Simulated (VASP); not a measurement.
A run of VASP 6.6.1:

File INCAR:

```
ALGO = Normal
EDIFF = 1E-7
EDIFFG = -0.005
ENCUT = 600
GGA = PE
IBRION = 2
ISIF = 4
ISMEAR = -1
LASPH = True
LCHARG = False
LREAL = False
LWAVE = False
NELM = 60
NSW = 50
PREC = Accurate
SIGMA = 0.08
```

KPOINTS

```
k-points
0
Gamma
  9 9 12
```

Contents of POSCAR:

```
Cu
1.0
    3.8016925795      0.0000000000      0.0000000000
   -1.9008462897      3.2923623512      0.0000000000
    0.0000000000      0.0000000000      2.2760019992
Cu
3
Direct
    0.0000000000      0.0000000000      0.0000000000
    0.3333333333      0.6666666667      0.5000000000
    0.6666666667      0.3333333333      0.5000000000
```

Potentials or basis: VASP PAW PBE potentials, release 64 (Cu).

Run with:

```console
$ cat potpaw_PBE.64/Cu/POTCAR > POTCAR
$ mpirun -np 1 vasp_std > vasp.out
```

Hardware: 1 thread of Intel Xeon 6975P-C, with other jobs on the host.

Q: Estimate the wall time of this run.

A: Wall time 43 s on 1 thread of Intel Xeon 6975P-C, with other jobs on the host, peak memory 0.17 GiB. Counts: scf iterations 15, k points 84, ion steps 1.
